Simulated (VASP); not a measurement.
# Ru (a cell with a defect) in VASP: further runs

The runs below take Ru (a cell with a defect) through single point, with PBE.

Program: VASP 6.6.1. These are calculated values, not measurements. Logs are shortened: lines on timing, memory, paths and dates and some standing lists are left out, and cuts for length are marked.

### 1 The cell of the first run

The cell holds a defect, 15 atoms: a = 5.483 Å, b = 5.483 Å, c = 8.709 Å, α = 90.00°, β = 90.00°, γ = 120.00°.

### 2 Single point, PBE

The input, INCAR:

```
PREC = Accurate
ENCUT = 400
EDIFF = 1E-6
ISMEAR = -1
SIGMA = 0.5
LREAL = F
LASPH = T
NELM = 120
ALGO = Normal
ISIF = 2
LWAVE = F
LCHARG = F
GGA = PE
NBANDS = 118
GGA_COMPAT = F
```

The input, KPOINTS:

```
Automatic mesh
0
Gamma
  4 4 2
```

The input, POSCAR:

```
Ru
1.0
    5.4830553700      0.0000000600      0.0000000000
   -2.7415277300      4.7484652100      0.0000000000
    0.0000000000      0.0000000000      8.7086425000
Ru
15
Direct
    0.1696899315      0.3289488120      0.1307769839
    0.2072643464      0.2889921115      0.5630573307
    0.3297538773      0.1688050654      0.8634805023
    0.1667721707      0.8434009333      0.1199643917
    0.3282555714      0.6887117912      0.3668345554
    0.1734257734      0.8103704712      0.6258156768
    0.3321112183      0.6576147959      0.8758859949
    0.6559179454      0.3325253299      0.1196555031
    0.8082377629      0.1703982057      0.3668004514
    0.6874036997      0.3251787452      0.6256788013
    0.8415043521      0.1668970740      0.8753402152
    0.6639952397      0.8353151565      0.1224095489
    0.8312129645      0.6685869665      0.3726383303
    0.6708424026      0.8271946379      0.6216949427
    0.8348329526      0.6642541980      0.8736249077
```

Potentials or basis: VASP PAW PBE potentials, release 64 (Ru_pv).

Started as:

```console
$ cat potpaw_PBE.64/Ru_pv/POTCAR > POTCAR
$ mpirun -np 1 vasp_std > vasp.out
```

OUTCAR:

```text
PREC = Accurate
   ENCUT = 400
   EDIFF = 1E-6
   ISMEAR = -1
   LREAL = F
   LASPH = T
   NELM = 120
   ISIF = 2
   GGA = PE

 ion  position               nearest neighbor table
   1  0.170  0.329  0.131-   4 2.66   8 2.66   5 2.68   9 2.68   7 2.71  11 2.72  12 2.74  12 2.74
                             3 2.78   8 2.83   4 2.83
   2  0.207  0.289  0.563-   9 2.59   5 2.59   6 2.59  10 2.60  14 2.81  14 2.82   3 2.86  10 3.00
                             6 3.01  11 3.24   7 3.25
   3  0.330  0.169  0.863-  11 2.67   7 2.68  10 2.68   6 2.68   8 2.72   4 2.72  15 2.74  15 2.74
                             1 2.78   7 2.81  11 2.81   2 2.86
   4  0.167  0.843  0.120-   5 2.62   1 2.66  15 2.66   8 2.68   7 2.70   3 2.72  13 2.72  12 2.73
                            12 2.75   8 2.80   1 2.83
   5  0.328  0.689  0.367-   2 2.59   6 2.61   4 2.62   9 2.64  12 2.66  13 2.67   1 2.68  14 2.76
                            13 2.81   9 2.85
   6  0.173  0.810  0.626-   2 2.59   5 2.61   7 2.63  10 2.66   3 2.68  14 2.68  15 2.69  13 2.74
                            14 2.80  10 2.82   2 3.01
   7  0.332  0.658  0.876-   6 2.63  12 2.66   3 2.68  11 2.69   4 2.70   1 2.71  14 2.74  15 2.74
                            15 2.75  11 2.79   3 2.81   2 3.25
   8  0.656  0.333  0.120-   9 2.62   1 2.66  15 2.66   4 2.68  11 2.70   3 2.72  13 2.72  12 2.74
                            12 2.75   4 2.80   1 2.83
   9  0.808  0.170  0.367-   2 2.59  10 2.61   8 2.62   5 2.64  12 2.66  13 2.67   1 2.68  14 2.76
                            13 2.82   5 2.85
  10  0.687  0.325  0.626-   2 2.60   9 2.61  11 2.63   6 2.66   3 2.68  14 2.69  15 2.70  13 2.75
                            14 2.80   6 2.82   2 3.00
  11  0.842  0.167  0.875-  10 2.63  12 2.67   3 2.67   7 2.69   8 2.70   1 2.72  14 2.74  15 2.74
                            15 2.75   7 2.79   3 2.81   2 3.24
  12  0.664  0.835  0.122-   9 2.66   5 2.66   7 2.66  11 2.67  13 2.70  15 2.71   4 2.73   8 2.74
                             1 2.74   1 2.74   8 2.75   4 2.75
  13  0.831  0.669  0.373-  14 2.65   9 2.67   5 2.67  12 2.70   4 2.72   8 2.72   6 2.74  10 2.75
                             5 2.81   9 2.82
  14  0.671  0.827  0.622-  13 2.65   6 2.68  10 2.69  15 2.69  11 2.74   7 2.74   5 2.76   9 2.76
                            10 2.80   6 2.80   2 2.81   2 2.82
  15  0.835  0.664  0.874-   8 2.66   4 2.66  14 2.69   6 2.69  10 2.70  12 2.71  11 2.74   7 2.74
                             3 2.74   3 2.74   7 2.75  11 2.75

  LATTYP: Found a hexagonal cell.
 ALAT       =     5.4830553700
 C/A-ratio  =     1.5882827935

  Lattice vectors:

 A1 = (   5.4830553700,   0.0000000600,   0.0000000000)
 A2 = (  -2.7415277300,   4.7484652100,   0.0000000000)
 A3 = (   0.0000000000,   0.0000000000,   8.7086425000)

Analysis of symmetry for initial positions (statically):
=====================================================================
 Subroutine PRICEL returns:
 Original cell was already a primitive cell.

 Routine SETGRP: Setting up the symmetry group for a
 hexagonal supercell.

 Subroutine GETGRP returns: Found  1 space group operations
 (whereof  1 operations were pure point group operations)
 out of a pool of 24 trial point group operations.

The static configuration has the point symmetry C_1 .

Analysis of symmetry for dynamics (positions and initial velocities):
=====================================================================
 Subroutine PRICEL returns:
 Original cell was already a primitive cell.

 Routine SETGRP: Setting up the symmetry group for a
 hexagonal supercell.

 Subroutine GETGRP returns: Found  1 space group operations
 (whereof  1 operations were pure point group operations)
 out of a pool of 24 trial point group operations.

The dynamic configuration has the point symmetry C_1 .

 Subroutine INISYM returns: Found  1 space group operations
 (whereof  1 operations are pure point group operations),
 and found     1 'primitive' translations

----------------------------------------------------------------------------------------

                                     Primitive cell

  volume of cell :     226.7391

  direct lattice vectors                    reciprocal lattice vectors
     5.483055370  0.000000060  0.000000000     0.182380065  0.105297182  0.000000000
    -2.741527730  4.748465210  0.000000000    -0.000000002  0.210594360  0.000000000
     0.000000000  0.000000000  8.708642500     0.000000000  0.000000000  0.114828459

  length of vectors
[... 53 lines left out ...]
     0.052648590  0.052648590  0.057414230

  Shift w.r.t. Gamma in fractional coordinates (k-lattice)
     0.000000000  0.000000000  0.000000000

 Subroutine IBZKPT returns following result:
 ===========================================

 Found     20 irreducible k-points:

 Following reciprocal coordinates:
            Coordinates               Weight
  0.000000  0.000000  0.000000      1.000000
  0.250000  0.000000  0.000000      2.000000
  0.000000  0.250000  0.000000      2.000000
 -0.250000  0.250000  0.000000      2.000000
  0.500000  0.000000  0.000000      1.000000
  0.000000  0.500000  0.000000      1.000000
[... 12 lines left out ...]
 -0.250000  0.500000  0.500000      2.000000
  0.500000  0.250000  0.500000      2.000000
   k-points           NKPTS =     20   k-points in BZ     NKDIM =     20   number of bands    NBANDS=    118
   number of dos      NEDOS =    301   number of ions     NIONS =     15
   total plane-waves  NPLWV =  77760
   dimension x,y,z NGX =    36 NGY =   36 NGZ =   60
   dimension x,y,z NGXF=    72 NGYF=   72 NGZF=  120
   ions per type =              15
   NGX,Y,Z   is equivalent  to a cutoff of  10.92, 10.92, 11.45 a.u.
   NGXF,Y,Z  is equivalent  to a cutoff of  21.83, 21.83, 22.91 a.u.
 SYSTEM =  unknown system
   PREC   = accura    normal or accurate (medium, high low for compatibility)
   ISTART =      0    job   : 0-new  1-cont  2-samecut
   ICHARG =      2    charge: 1-file 2-atom 10-const
   ISPIN  =      1    spin polarized calculation?
   LNONCOLLINEAR =      F non collinear calculations
   LSORBIT =      F    spin-orbit coupling
   LASPH  =      T    aspherical Exc in radial PAW
   ENCUT  =  400.0 eV  29.40 Ry    5.42 a.u.   8.94  8.94 14.20*2*pi/ulx,y,z
   NELM   =    120;   NELMIN=  2; NELMDL= -5     # of ELM steps
   EDIFF  = 0.1E-05   stopping-criterion for ELM
   LREAL  =      F    real-space projection
   EDIFFG = 0.1E-04   stopping-criterion for IOM
   NSW    =      0    number of steps for IOM
   IBRION =     -1    ionic relax: 0-MD 1-quasi-New 2-CG
   NFREE  =      0    steps in history (QN), initial steepest desc. (CG)
   ISIF   =      2    stress and relaxation
   ISYM   =      2    0-nonsym 1-usesym 2-fastsym
   POTIM  = 0.5000    time-step for ionic-motion
   TEBEG  =    0.0;   TEEND  =   0.0 temperature during run
   PSTRESS=    0.0 pullay stress
   NELECT =     210.0000    total number of electrons
   NUPDOWN=      -1.0000    fix difference up-down
   EMIN   =  10.00;   EMAX   =-10.00  energy-range for DOS
   EFERMI =   0.00;   METHOD = LEGACY
   ISMEAR =    -1;   SIGMA  =   0.50  broadening in eV -4-tet -1-fermi 0-gaus
   EFERMI_NEDOS =   21; number of points for ismear=-14 and -15
   IALGO  =     38    algorithm
   IMIX   =      4    mixing-type and parameters
     AMIX     =   0.40;   BMIX     =  1.00
     AMIX_MAG =   1.60;   BMIX_MAG =  1.00
  volume/ion in A,a.u.               =      15.12       102.01
  Fermi-wavevector in a.u.,A,eV,Ry     =   1.595778  3.015583 34.647337  2.546507
  Thomas-Fermi vector in A             =   2.693644
   LORBIT       =      0    0 simple, 1 ext, 2 COOP (PROOUT), +10 PAW based schemes
   GGA     = PE    functional components
   LHFCALC =     F    Hartree Fock is set to
   AEXX    =    0.0000 exact exchange contribution
   IVDW    =     0    specifies the selected vdW correction
   LEPSILON=     F    determine dielectric tensor
   LRPA    =     F    only Hartree local field effects (RPA)
 non-spin polarized calculation
  energy-cutoff  :      400.00
  volume of cell :      226.74
 maximum number of plane-waves:      4145
   NGX = 17   NGY = 17   NGZ = 29

 number of electron     210.0000010 magnetization

 Free energy of the ion-electron system (eV)
  ---------------------------------------------------
  ext. energy  EPLUGINS =         0.00000000
  ---------------------------------------------------
  free energy    TOTEN  =      -141.47819888 eV

  energy without entropy =     -127.63071251  energy(sigma->0) =     -134.55445570

 E-fermi :  11.0999     XC(G=0): -13.3798

 val. band max:       11.0982581270   @ k =   0.5000   0.5000   0.5000
 cond. band min:      11.1030811175   @ k =   0.0000   0.5000   0.5000
 fundamental gap:      0.0048229905
 Fermi energy:        11.0998671374

 k-point     1 :       0.0000    0.0000    0.0000
  band No.  band energies     occupation
      1     -32.3472      2.00000
      2     -32.2770      2.00000
      3     -32.2622      2.00000
      4     -32.2591      2.00000
      5     -32.2169      2.00000
      6     -32.2054      2.00000
[... 2389 lines left out ...]
    116      11.9313      0.31877
    117      11.9858      0.29064
 [bands above 117 left out]

------------------------ aborting loop because EDIFF is reached ----------------------------------------

  FORCE on cell =-STRESS in cart. coord.  units (eV):
  Direction    XX          YY          ZZ          XY          YZ          ZX
  --------------------------------------------------------------------------------------
  -------------------------------------------------------------------------------------
  Total       -7.0746049     -8.2885503     -8.9621676     -1.0170080     -1.0151897      1.7571092
  in kB      -49.9903777    -58.5683247    -63.3282207     -7.1863541     -7.1735051     12.4160363
  external PRESSURE =     -57.2956410 kB  Pullay stress =       0.0000000 kB

 VOLUME and BASIS-vectors are now :
 -----------------------------------------------------------------------------
  energy-cutoff  :      400.00
  volume of cell :      226.74
      direct lattice vectors                 reciprocal lattice vectors
     5.483055370  0.000000060  0.000000000     0.182380065  0.105297182  0.000000000
    -2.741527730  4.748465210  0.000000000    -0.000000002  0.210594360  0.000000000
     0.000000000  0.000000000  8.708642500     0.000000000  0.000000000  0.114828459

 POSITION                                       TOTAL-FORCE (eV/Angst)
 -----------------------------------------------------------------------------------
      0.02860      1.56200      1.13889         0.010298     -0.005784     -0.194985
      0.34416      1.37227      4.90347        -0.611649      0.368916      1.022061
      1.34527      0.80157      7.51974         0.073077     -0.036131      0.030260
     -1.39779      4.00486      1.04473         0.047983     -0.023221     -0.018448
     -0.08828      3.27032      3.19463         0.161730     -0.119586     -0.039135
     -1.27075      3.84802      5.45001        -0.038469      0.107713     -0.138252
      0.01812      3.12266      7.62778         0.031653     -0.009132     -0.108989
      2.68481      1.57898      1.04204         0.038009     -0.030496     -0.015049
      3.96446      0.80913      3.19433         0.196730     -0.085402     -0.039888
      2.87759      1.54410      5.44881        -0.108492     -0.021164     -0.135403
      4.15646      0.79251      7.62303         0.018858     -0.024609     -0.098917
      1.35068      3.96646      1.06602         0.033809     -0.025136     -0.032967
      2.72464      3.17476      3.24517         0.102876     -0.060684     -0.090073
      1.41049      3.92791      5.41412         0.015885     -0.016312     -0.068916
      2.75636      3.15419      7.60809         0.027701     -0.018974     -0.071298
 -----------------------------------------------------------------------------------
    total drift:                               -0.000101      0.000155     -0.000313

  FREE ENERGIE OF THE ION-ELECTRON SYSTEM (eV)
  ---------------------------------------------------
  free  energy   TOTEN  =      -141.4781988766 eV

  energy  without entropy=     -127.6307125138  energy(sigma->0) =     -134.55445570
```

Run time: 32 min. Hardware: 1 thread of Intel Xeon 8259CL, shared host; peak memory 0.42 GiB.

Results:

| Property | Result |
| --- | --- |
| Free energy | -141.4782 eV |
| Pressure | -5.7 GPa |
| Largest force | 1.247 eV/Å |
| Band gap on the k mesh | zero (bands 105 and 106 overlap by 1.11 eV) |

Forces in eV/Å, atoms in the order of the input:
```
Ru   0.010 -0.006 -0.195
Ru  -0.612  0.369  1.022
Ru   0.073 -0.036  0.030
Ru   0.048 -0.023 -0.018
Ru   0.162 -0.120 -0.039
Ru  -0.038  0.108 -0.138
Ru   0.032 -0.009 -0.109
Ru   0.038 -0.030 -0.015
Ru   0.197 -0.085 -0.040
Ru  -0.108 -0.021 -0.135
Ru   0.019 -0.025 -0.099
Ru   0.034 -0.025 -0.033
Ru   0.103 -0.061 -0.090
Ru   0.016 -0.016 -0.069
Ru   0.028 -0.019 -0.071
```

Stress tensor (GPa, compression positive):
```
-5.00 -0.72  1.24
-0.72 -5.86 -0.72
 1.24 -0.72 -6.33
```

Caveat: the k points lie up to 0.36 Å⁻¹ apart, too coarse for converged energies and pressures of a metal; so wide a smearing shifts energies and pressures.

(Part 1 of 2 ends here.)
